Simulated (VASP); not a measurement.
A run of VASP 6.6.1 is set up as follows.

Contents of INCAR:

```
PREC = Accurate ; ENCUT = 520
EDIFF = 1E-6 ; ISMEAR = 0
SIGMA = 0.05 ; LREAL = F
LASPH = T ; NELM = 60
ALGO = Normal ; ISIF = 2
LWAVE = F ; LCHARG = F
GGA = PS ; NBANDS = 24
```

The input KPOINTS:

```
Automatic mesh
0
Gamma
  6 6 6
```

The input POSCAR:

```
KMgF3
1.0
    3.6670280000      0.0000000000      0.0000000000
    0.0000000000      3.6670280000      0.0000000000
    0.0000000000      0.0000000000      4.1453360000
K Mg F
1 1 3
Direct
    0.5000000000      0.5000000000      0.5000000000
    0.0000000000      0.0000000000      0.0000000000
    0.5000000000      0.0000000000      0.0000000000
    0.0000000000      0.5000000000      0.0000000000
    0.0000000000      0.0000000000      0.5000000000
```

Potentials or basis: VASP PAW PBE potentials, release 64 (K_sv, Mg, F).

Run with:

```bash
$ cat potpaw_PBE.64/K_sv/POTCAR potpaw_PBE.64/Mg/POTCAR potpaw_PBE.64/F/POTCAR > POTCAR
$ mpirun -np 1 vasp_std > vasp.out
```

(1) Predict the band gap on the k mesh.

(2) Estimate the pressure.

Answers

(1) 7.94 eV, indirect (least direct gap 8.37 eV).

(2) 15.2 GPa.

Caveat: the cell differs from its parent crystal (strain -0.080 along x and y, +0.040 along z); the PAW data sets were made with another functional, which shifts forces and pressure a little.
